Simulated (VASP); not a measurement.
Wanted: the native input for a VASP 6.6.1 run.

```
Task                   : single point
Functional             : PBEsol
Potentials or basis    : VASP PAW PBE potentials, release 64 (Bi_d, Se)
Cutoff                 : 520 eV
k mesh                 : 8 × 8 × 8
Occupations            : fermi-dirac, width 0.05 eV
Spin                   : no spin polarisation
Dipole correction      : no
Further INCAR settings : ALGO = Normal; EDIFF = 1e-06; NBANDS = 32
```

The structure of Bi2Se3 lies in POSCAR:

```
Bi2Se3
1.0
    2.0653656975      1.1924394414      9.5274841439
   -2.0653656975      1.1924394414      9.5274841439
    0.0000000000     -2.3848788829      9.5274841439
Bi Se
2 3
Direct
    0.5996699688      0.5996699688      0.5996699688
    0.4003300312      0.4003300312      0.4003300312
    0.7885162747      0.7885162747      0.7885162747
    0.2114837253      0.2114837253      0.2114837253
    0.0000000000      0.0000000000      0.0000000000
```

These files were run (other wordings do the same):

INCAR

```
ALGO = Normal
EDIFF = 1E-6
ENCUT = 520
GGA = PS
ISIF = 2
ISMEAR = -1
LASPH = True
LCHARG = False
LREAL = False
LWAVE = False
NBANDS = 32
NELM = 60
PREC = Accurate
SIGMA = 0.05
```

KPOINTS

```
k-points
0
Gamma
  8 8 8
```

Potentials or basis: VASP PAW PBE potentials, release 64 (Bi_d, Se).

Command:

```console
$ cat potpaw_PBE.64/Bi_d/POTCAR potpaw_PBE.64/Se/POTCAR > POTCAR
$ mpirun -np 1 vasp_std > vasp.out
```

It gave:

The pressure is 0.0 GPa and the largest force is 0.018 eV/Å. The band gap on the k mesh is 0.12 eV.

Caveat: the PAW data sets were made with another functional, which shifts forces and pressure a little; spin-orbit coupling is left out, which moves the levels of the heavy elements.

It took 23 min on 1 thread of AMD EPYC 7R43 64-Core Processor (Zen 3), with other jobs on the host, peak memory 0.98 GiB.
